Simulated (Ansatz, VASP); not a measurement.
One calculation of Te2Mo, two programs

The input INCAR:

```
SYSTEM = Te2Mo
PREC     = Accurate       ! precision mode
ENCUT    = 520            ! plane-wave cutoff, eV
EDIFF    = 1E-6           ! SCF threshold, eV
ISMEAR   = 0              ! smearing method
SIGMA    = 0.05           ! smearing width, eV
LREAL    = .False.        ! projectors in reciprocal space
LASPH    = .True.         ! aspherical terms in the spheres
NELM     = 100            ! most SCF steps
ALGO     = Normal         ! electronic algorithm
ISIF     = 2              ! what is computed and relaxed
LWAVE    = .False.        ! write WAVECAR
LCHARG   = .False.        ! write CHGCAR
GGA      = PE             ! functional
NBANDS   = 35             ! bands
```

Contents of KPOINTS:

```
Automatic mesh
0
Gamma
  12 12 2
  0 0 0
```

Contents of POSCAR:

```
Te2Mo
1.0
    3.5570664331      0.0000000000      0.0000000000
   -1.7785332165      3.0805098940      0.0000000000
    0.0000000000      0.0000000000     14.8246006916
Te Mo
4 2
Direct
    0.3333333333      0.6666666667      0.6310943552
    0.6666666667      0.3333333333      0.1310943552
    0.3333333333      0.6666666667      0.8689056448
    0.6666666667      0.3333333333      0.3689056448
    0.3333333333      0.6666666667      0.2500000000
    0.6666666667      0.3333333333      0.7500000000
```

Input for Ansatz:

```yaml
crystal:
  lattice:
    - [3.5570664331, 0.0, 0.0]
    - [-1.7785332165, 3.080509894, 0.0]
    - [0.0, 0.0, 14.8246006916]
  atoms:
    - { symbol: Te, position: [0.3333333333, 0.6666666667, 0.6310943552] }
    - { symbol: Te, position: [0.6666666667, 0.3333333333, 0.1310943552] }
    - { symbol: Te, position: [0.3333333333, 0.6666666667, 0.8689056448] }
    - { symbol: Te, position: [0.6666666667, 0.3333333333, 0.3689056448] }
    - { symbol: Mo, position: [0.3333333333, 0.6666666667, 0.25] }
    - { symbol: Mo, position: [0.6666666667, 0.3333333333, 0.75] }
basis:
  ecutwfc: 420
kpoints:
  mp_grid: { grid: [12, 12, 2] }
hamiltonian:
  xc: pbe
scf:
  occupations: { method: gaussian, width: 0.05 }
output:
  forces: true
  stress: true
  eigenvalues: true
```

Change from the starting cell: strain +0.000 along x and y, -0.025 along z, atoms carried along.

Alike in both runs: task single point; functional PBE; k mesh 12 × 12 × 2; occupations gaussian, width 0.05 eV; no spin polarisation.

```csv
,VASP,Ansatz
version,VASP 6.6.1,Ansatz 0.2.0
potentials or method,"VASP PAW PBE potentials, release 64 (Te, Mo_sv), cutoff 520 eV","scalar-relativistic, plane waves, PAW"
valence electrons in the cell,52,92
```

```tsv
	VASP	Ansatz	Ansatz less VASP
gap on the k mesh at the Fermi level (eV)	0.90	0.91	+0.011
least direct gap on the mesh (eV)	0.97	0.97	+0.001
pressure (GPa)	2.7	2.6	-0.02
traceless stress, the component that is largest in VASP (GPa)	1.98	1.91	-0.067
rms of the force components (eV/Å)	0.303	0.296	-0.0076
```

Atom by atom the forces differ by 0.008 eV/Å (rms over components). VASP's potentials hold 52 valence electrons a cell and Ansatz's 92, so a difference there can come from the potentials and not from the codes.

Spin-orbit coupling is off throughout.
